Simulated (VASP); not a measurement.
# Sb2W (P-3m1) in VASP: notebook

Runs on Sb2W. Level: PBE. Tasks: single point.

Program: VASP 6.6.1. These are calculated values, not measurements. Logs are shortened: lines on timing, memory, paths and dates and some standing lists are left out, and cuts for length are marked.

### 1 The cell of the first run

The structure is trigonal, space group P-3m1 (No. 164). The conventional cell has a = 3.330 Å, b = 3.330 Å, c = 8.000 Å, α = 90.00°, β = 90.00°, γ = 120.00°. Within 3.7 Å of W (site symmetry -3m) lie 6 Sb at 2.80 Å and 6 W at 3.33 Å. Within 3.7 Å of Sb (site symmetry 3m) lie 3 W at 2.80 Å and 6 Sb at 3.33 Å.

### 2 Single point, PBE (volume scaled by 1.100)

Contents of INCAR:

```
ALGO = Normal
EDIFF = 1E-6
ENCUT = 520
GGA = PE
ISIF = 2
ISMEAR = 0
LASPH = True
LCHARG = False
LREAL = False
LWAVE = False
NBANDS = 19
NELM = 60
PREC = Accurate
SIGMA = 0.05
```

Contents of KPOINTS:

```
k-points
0
Gamma
  12 12 6
```

Contents of POSCAR:

```
Sb2W
1.0
    3.3299546001      0.0000000000      0.0000000000
   -1.6649773000      2.8838252771      0.0000000000
    0.0000000000      0.0000000000      8.0003642439
W Sb
1 2
Direct
    0.0000000000      0.0000000000      0.0000000000
    0.3333333333      0.6666666667      0.2541540335
    0.6666666667      0.3333333333      0.7458459665
```

Potentials or basis: VASP PAW PBE potentials, release 64 (W_sv, Sb).

Launch:

```
> cat potpaw_PBE.64/W_sv/POTCAR potpaw_PBE.64/Sb/POTCAR > POTCAR
> mpirun -np 1 vasp_std > vasp.out
```

OUTCAR:

```text
EDIFF = 1E-6
   ENCUT = 520
   GGA = PE
   ISIF = 2
   ISMEAR = 0
   LASPH = True
   LREAL = False
   NELM = 60
   PREC = Accurate

 ion  position               nearest neighbor table
   1  0.000  0.000  0.000-   2 2.80   3 2.80   2 2.80   3 2.80   3 2.80   2 2.80
   2  0.333  0.667  0.254-   1 2.80   1 2.80   1 2.80
   3  0.667  0.333  0.746-   1 2.80   1 2.80   1 2.80

  LATTYP: Found a hexagonal cell.
 ALAT       =     3.3299546001
 C/A-ratio  =     2.4025445403

  Lattice vectors:

 A1 = (   3.3299546001,   0.0000000000,   0.0000000000)
 A2 = (  -1.6649773000,   2.8838252771,   0.0000000000)
 A3 = (   0.0000000000,   0.0000000000,   8.0003642439)

Analysis of symmetry for initial positions (statically):
=====================================================================
 Subroutine PRICEL returns:
 Original cell was already a primitive cell.

 Routine SETGRP: Setting up the symmetry group for a
 hexagonal supercell.

 Subroutine GETGRP returns: Found 12 space group operations
 (whereof 12 operations were pure point group operations)
 out of a pool of 24 trial point group operations.

The static configuration has the point symmetry D_3d.

Analysis of symmetry for dynamics (positions and initial velocities):
=====================================================================
 Subroutine PRICEL returns:
 Original cell was already a primitive cell.

 Routine SETGRP: Setting up the symmetry group for a
 hexagonal supercell.

 Subroutine GETGRP returns: Found 12 space group operations
 (whereof 12 operations were pure point group operations)
 out of a pool of 24 trial point group operations.

The dynamic configuration has the point symmetry D_3d.

 Subroutine INISYM returns: Found 12 space group operations
 (whereof 12 operations are pure point group operations),
 and found     1 'primitive' translations

----------------------------------------------------------------------------------------

                                     Primitive cell

  volume of cell :      76.8276

  direct lattice vectors                    reciprocal lattice vectors
     3.329954600  0.000000000  0.000000000     0.300304395  0.173380823  0.000000000
    -1.664977300  2.883825277  0.000000000     0.000000000  0.346761646  0.000000000
     0.000000000  0.000000000  8.000364244     0.000000000  0.000000000  0.124994309

  length of vectors
     3.329954600  3.329954600  8.000364244     0.346761646  0.346761646  0.124994309

  position of ions in fractional coordinates (direct lattice)
     0.000000000  0.000000000  0.000000000
     0.333333333  0.666666667  0.254154034
     0.666666667  0.333333333  0.745845966

  ion indices of the primitive-cell ions
   primitive index   ion index
                 1           1
                 2           2
                 3           3

----------------------------------------------------------------------------------------

 KPOINTS: k-points

Automatic generation of k-mesh.
 Grid dimensions read from file:
 generate k-points for:   12   12    6

 Generating k-lattice:

  Cartesian coordinates                     Fractional coordinates (reciprocal lattice)
     0.025025366  0.014448402  0.000000000     0.083333333  0.000000000  0.000000000
     0.000000000  0.028896804  0.000000000     0.000000000  0.083333333  0.000000000
     0.000000000  0.000000000  0.020832385     0.000000000  0.000000000  0.166666667

  Length of vectors
     0.028896804  0.028896804  0.020832385

  Shift w.r.t. Gamma in fractional coordinates (k-lattice)
     0.000000000  0.000000000  0.000000000

 Subroutine IBZKPT returns following result:
 ===========================================

 Found    100 irreducible k-points:

 Following reciprocal coordinates:
            Coordinates               Weight
  0.000000  0.000000  0.000000      1.000000
  0.083333  0.000000  0.000000      6.000000
  0.166667  0.000000  0.000000      6.000000
  0.250000  0.000000  0.000000      6.000000
  0.333333  0.000000  0.000000      6.000000
  0.416667  0.000000  0.000000      6.000000
[... 16 lines left out ...]
  0.166667  0.000000  0.166667      6.000000
  0.000000  0.166667  0.166667      6.000000
 [... further k-points ...]
   k-points           NKPTS =    100   k-points in BZ     NKDIM =    100   number of bands    NBANDS=     19
   number of dos      NEDOS =    301   number of ions     NIONS =      3
   total plane-waves  NPLWV =  47040
   dimension x,y,z NGX =    28 NGY =   28 NGZ =   60
   dimension x,y,z NGXF=    56 NGYF=   56 NGZF=  120
   ions per type =               1   2
   NGX,Y,Z   is equivalent  to a cutoff of  13.98, 13.98, 12.47 a.u.
   NGXF,Y,Z  is equivalent  to a cutoff of  27.96, 27.96, 24.94 a.u.
 SYSTEM =  unknown system
   PREC   = accura    normal or accurate (medium, high low for compatibility)
   ISTART =      0    job   : 0-new  1-cont  2-samecut
   ICHARG =      2    charge: 1-file 2-atom 10-const
   ISPIN  =      1    spin polarized calculation?
   LNONCOLLINEAR =      F non collinear calculations
   LSORBIT =      F    spin-orbit coupling
   LASPH  =      T    aspherical Exc in radial PAW
   ENCUT  =  520.0 eV  38.22 Ry    6.18 a.u.   6.19  6.19 14.88*2*pi/ulx,y,z
   NELM   =     60;   NELMIN=  2; NELMDL= -5     # of ELM steps
   EDIFF  = 0.1E-05   stopping-criterion for ELM
   LREAL  =      F    real-space projection
   EDIFFG = 0.1E-04   stopping-criterion for IOM
   NSW    =      0    number of steps for IOM
   IBRION =     -1    ionic relax: 0-MD 1-quasi-New 2-CG
   NFREE  =      0    steps in history (QN), initial steepest desc. (CG)
   ISIF   =      2    stress and relaxation
   ISYM   =      2    0-nonsym 1-usesym 2-fastsym
   POTIM  = 0.5000    time-step for ionic-motion
   TEBEG  =    0.0;   TEEND  =   0.0 temperature during run
   PSTRESS=    0.0 pullay stress
   NELECT =      24.0000    total number of electrons
   NUPDOWN=      -1.0000    fix difference up-down
   EMIN   =  10.00;   EMAX   =-10.00  energy-range for DOS
   EFERMI =   0.00;   METHOD = LEGACY
   ISMEAR =     0;   SIGMA  =   0.05  broadening in eV -4-tet -1-fermi 0-gaus
   EFERMI_NEDOS =   21; number of points for ismear=-14 and -15
   IALGO  =     38    algorithm
   IMIX   =      4    mixing-type and parameters
     AMIX     =   0.40;   BMIX     =  1.00
     AMIX_MAG =   1.60;   BMIX_MAG =  1.00
  volume/ion in A,a.u.               =      25.61       172.82
  Fermi-wavevector in a.u.,A,eV,Ry     =   1.110809  2.099126 16.788197  1.233898
  Thomas-Fermi vector in A             =   2.247365
   LORBIT       =      0    0 simple, 1 ext, 2 COOP (PROOUT), +10 PAW based schemes
   GGA     = PE    functional components
   LHFCALC =     F    Hartree Fock is set to
   AEXX    =    0.0000 exact exchange contribution
   IVDW    =     0    specifies the selected vdW correction
   LEPSILON=     F    determine dielectric tensor
   LRPA    =     F    only Hartree local field effects (RPA)
 non-spin polarized calculation
 Gauss-broadening in eV      SIGMA  =   0.05
  energy-cutoff  :      520.00
  volume of cell :       76.83
 maximum number of plane-waves:      2088
 NGX is ok and might be reduce to    28
   NGX = 13   NGY = 13   NGZ = 29

 number of electron      23.9999998 magnetization

 Free energy of the ion-electron system (eV)
  ---------------------------------------------------
  ext. energy  EPLUGINS =         0.00000000
  ---------------------------------------------------
  free energy    TOTEN  =       -20.09520670 eV

  energy without entropy =      -20.09306810  energy(sigma->0) =      -20.09413740

 E-fermi :   7.6974     XC(G=0): -10.3018

 val. band max:        7.6806089110   @ k =   0.0000   0.1667   0.3333
 cond. band min:       7.7050458679   @ k =   0.0833   0.0833   0.5000
 fundamental gap:      0.0244369570
 Fermi energy:         7.6973682167

 k-point     1 :       0.0000    0.0000    0.0000
  band No.  band energies     occupation
      1     -66.3961      2.00000
      2     -30.5578      2.00000
      3     -30.5460      2.00000
      4     -30.5460      2.00000
      5      -4.5457      2.00000
      6      -3.3495      2.00000
[... 11 lines left out ...]
     18      13.9240      0.00000
     19      15.7374      0.00000

 k-point     2 :       0.0833    0.0000    0.0000
  band No.  band energies     occupation
      1     -66.3956      2.00000
      2     -30.5586      2.00000
      3     -30.5555      2.00000
      4     -30.5490      2.00000
      5      -4.4105      2.00000
      6      -3.2497      2.00000
[... 11 lines left out ...]
     18      13.6340      0.00000
     19      16.2292      0.00000

 k-point     3 :       0.1667    0.0000    0.0000
  band No.  band energies     occupation
      1     -66.3941      2.00000
      2     -30.5930      2.00000
      3     -30.5574      2.00000
      4     -30.5495      2.00000
      5      -4.0106      2.00000
      6      -2.9546      2.00000
[... 11 lines left out ...]
     18      13.2184      0.00000
     19      15.9500      0.00000

 k-point     4 :       0.2500    0.0000    0.0000
  band No.  band energies     occupation
      1     -66.3920      2.00000
      2     -30.6396      2.00000
      3     -30.5688      2.00000
      4     -30.5412      2.00000
      5      -3.3644      2.00000
      6      -2.4800      2.00000
[... 11 lines left out ...]
     18      12.9292      0.00000
     19      15.0200      0.00000

 k-point     5 :       0.3333    0.0000    0.0000
  band No.  band energies     occupation
      1     -66.3900      2.00000
      2     -30.6859      2.00000
      3     -30.5801      2.00000
      4     -30.5329      2.00000
      5      -2.5173      2.00000
      6      -1.8646      2.00000
[... 11 lines left out ...]
     18      12.7109      0.00000
     19      14.0889      0.00000

 k-point     6 :       0.4167    0.0000    0.0000
  band No.  band energies     occupation
      1     -66.3885      2.00000
      2     -30.7195      2.00000
      3     -30.5884      2.00000
      4     -30.5269      2.00000
      5      -1.6381      2.00000
      6      -1.1726      2.00000
[... 11 lines left out ...]
     18      13.1441      0.00000
     19      13.3446      0.00000

 k-point     7 :       0.5000    0.0000    0.0000
  band No.  band energies     occupation
      1     -66.3879      2.00000
      2     -30.7317      2.00000
      3     -30.5914      2.00000
      4     -30.5246      2.00000
      5      -1.2464      2.00000
      6      -0.6773      2.00000
[... 11 lines left out ...]
     18      12.7279      0.00000
     19      14.2032      0.00000

 k-point     8 :       0.0833    0.0833    0.0000
  band No.  band energies     occupation
      1     -66.3946      2.00000
      2     -30.5815      2.00000
      3     -30.5554      2.00000
      4     -30.5514      2.00000
      5      -4.1429      2.00000
      6      -3.0522      2.00000
[... 256 lines left out ...]
 k-point    20 :       0.0000    0.0000    0.1667
  band No.  band energies     occupation
      1     -66.3961      2.00000
      2     -30.5578      2.00000
      3     -30.5460      2.00000
      4     -30.5460      2.00000
      5      -4.5176      2.00000
      6      -3.4048      2.00000
[... 11 lines left out ...]
     18      13.9609      0.00000
     19      15.7388      0.00000

 k-point    21 :       0.0833    0.0000    0.1667
  band No.  band energies     occupation
      1     -66.3956      2.00000
      2     -30.5586      2.00000
      3     -30.5555      2.00000
      4     -30.5490      2.00000
      5      -4.3823      2.00000
      6      -3.3042      2.00000
[... 11 lines left out ...]
     18      13.7277      0.00000
     19      16.3035      0.00000

 k-point    22 :       0.0000    0.0833    0.1667
  band No.  band energies     occupation
      1     -66.3956      2.00000
      2     -30.5586      2.00000
      3     -30.5555      2.00000
      4     -30.5490      2.00000
      5      -4.3825      2.00000
      6      -3.3037      2.00000
[... 11 lines left out ...]
     18      13.5641      0.00000
     19      16.0990      0.00000

 k-point    23 :       0.1667    0.0000    0.1667
  band No.  band energies     occupation
      1     -66.3941      2.00000
      2     -30.5930      2.00000
      3     -30.5574      2.00000
      4     -30.5495      2.00000
      5      -3.9812      2.00000
      6      -3.0078      2.00000
[... 11 lines left out ...]
     18      13.2692      0.00000
     19      16.1184      0.00000

 k-point    24 :       0.0000    0.1667    0.1667
  band No.  band energies     occupation
      1     -66.3941      2.00000
      2     -30.5930      2.00000
      3     -30.5574      2.00000
      4     -30.5495      2.00000
      5      -3.9836      2.00000
      6      -3.0032      2.00000
[... 11 lines left out ...]
     18      13.0982      0.00000
     19      15.7343      0.00000

 [... further k-points ...]
[... 5 lines left out ...]
  --------------------------------------------------------------------------------------
  -------------------------------------------------------------------------------------
  Total        0.0222467      0.0222467      0.0591203      0.0000000      0.0000000     -0.0000000
  in kB        0.4639362      0.4639362      1.2329071      0.0000000      0.0000000     -0.0000000
  external PRESSURE =       0.7202598 kB  Pullay stress =       0.0000000 kB

 VOLUME and BASIS-vectors are now :
 -----------------------------------------------------------------------------
  energy-cutoff  :      520.00
  volume of cell :       76.83
      direct lattice vectors                 reciprocal lattice vectors
     3.329954600  0.000000000  0.000000000     0.300304395  0.173380823  0.000000000
    -1.664977300  2.883825277  0.000000000     0.000000000  0.346761646  0.000000000
     0.000000000  0.000000000  8.000364244     0.000000000  0.000000000  0.124994309

 POSITION                                       TOTAL-FORCE (eV/Angst)
 -----------------------------------------------------------------------------------
      0.00000      0.00000      0.00000         0.000000      0.000000      0.000000
     -0.00000      1.92255      2.03332        -0.000000     -0.000000      0.012972
      1.66498      0.96128      5.96704         0.000000      0.000000     -0.012972
 -----------------------------------------------------------------------------------
    total drift:                               -0.000000     -0.000000      0.000000

  FREE ENERGIE OF THE ION-ELECTRON SYSTEM (eV)
  ---------------------------------------------------
  free  energy   TOTEN  =       -20.0952067004 eV

  energy  without entropy=      -20.0930680951  energy(sigma->0) =      -20.09413740
```

Run time: 2.4 min. Hardware: 1 thread of Intel Xeon 6975P-C, shared host; peak memory 0.3 GiB.

Results:

```yaml
Free_energy: -20.0952 eV
Pressure: 0.1 GPa
Largest_force: 0.013 eV/Å
Band_gap_on_the_k_mesh: zero (band 12 reaches 7.97 eV, above the bottom of band 13 at 7.64 eV)
```

Forces in eV/Å, atoms in the order of the input:
```
W    0.000  0.000  0.000
Sb   0.000  0.000  0.013
Sb   0.000  0.000 -0.013
```

Caveat: spin-orbit coupling is left out, which moves the levels of the heavy elements.

### 3 Single point, PBE (volume scaled by 0.945)

Contents of INCAR:

```
SYSTEM = Sb2W
ALGO = Normal
EDIFF = 1E-6
ENCUT = 520
GGA = PE
ISIF = 2
ISMEAR = 0
LASPH = .TRUE.
LCHARG = .FALSE.
LREAL = .FALSE.
LWAVE = .FALSE.
NBANDS = 19
NELM = 60
PREC = Accurate
SIGMA = 0.05
```

Contents of KPOINTS:

```
k-points
0
G
  12 12 6
  0 0 0
```

Contents of POSCAR:

```
Sb2W
1.0
    3.4400341040      0.0000000000      0.0000000000
   -1.7200170520      2.9791569239      0.0000000000
    0.0000000000      0.0000000000      6.4402097526
W Sb
1 2
Direct
    0.0000000000      0.0000000000      0.0000000000
    0.3333333333      0.6666666667      0.2940724329
    0.6666666667      0.3333333333      0.7059275671
```

Potentials or basis: VASP PAW PBE potentials, release 64 (W_sv, Sb).

Launch:

```
> cat potpaw_PBE.64/W_sv/POTCAR potpaw_PBE.64/Sb/POTCAR > POTCAR
> mpirun -np 1 vasp_std > vasp.out
```

It took 100 s on 1 thread of Intel Xeon 6975P-C, shared host; peak memory 0.27 GiB.

Results (log left out):

- Free energy: -20.0679 eV
- Pressure: 3.7 GPa
- Largest force: 0.007 eV/Å
- Band gap on the k mesh: zero (band 12 reaches 10.07 eV, above the bottom of band 13 at 9.40 eV)

Forces on the atoms (eV/Å):
```
W    0.000  0.000  0.000
Sb   0.000  0.000  0.007
Sb   0.000  0.000 -0.007
```

Levels at points of the mesh, in eV from the Fermi level:
```csv
k point,band 8,band 9,band 10,band 11,band 12,band 13,band 14,band 15,band 16,band 17
"(0.00, 0.00, 0.00)",-1.63,-1.63,-1.36,0.00,0.00,2.05,4.03,4.03,4.97,4.97
"(0.50, 0.00, 0.00)",-4.04,-3.35,-2.45,-1.70,-0.66,0.22,1.80,1.88,2.88,5.77
"(0.00, 0.00, 0.50)",-3.42,-1.57,-1.57,-0.01,-0.01,1.18,3.21,3.21,6.26,6.26
"(0.50, 0.00, 0.50)",-5.34,-3.30,-2.06,-1.97,0.38,1.60,1.80,2.48,3.45,3.65
```

Caveat: spin-orbit coupling is left out, which moves the levels of the heavy elements.

(Part 1 of 2 ends here.)
